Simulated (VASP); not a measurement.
Crystal: Co.

```
CELL_PARAMETERS angstrom
2.48736 0.00000 0.00000
-1.24368 2.15412 0.00000
0.00000 0.00000 4.06329
ATOMIC_POSITIONS crystal
Co 0.66667 0.33333 0.25986
Co 0.33333 0.66667 0.74014
```

Program: VASP 6.6.1. Alike in all runs: task single point; level PBEsol; potentials or basis VASP PAW PBE potentials, release 64 (Co); cell as given; k mesh 15 × 15 × 8; cutoff (eV) 520; smearing fermi-dirac 0.1 eV.

**Question.** Order these runs on this cell by their pressure, lowest first.
A. spin collinear, ferromagnetic start
B. spin collinear, antiferromagnetic start
C. spin off

**Answer.** C (-20.5 GPa), B (-18.0 GPa), A (-10.0 GPa).

Caveats: the cell stands under tension; the PAW data sets were made with another functional, which shifts forces and pressure a little.
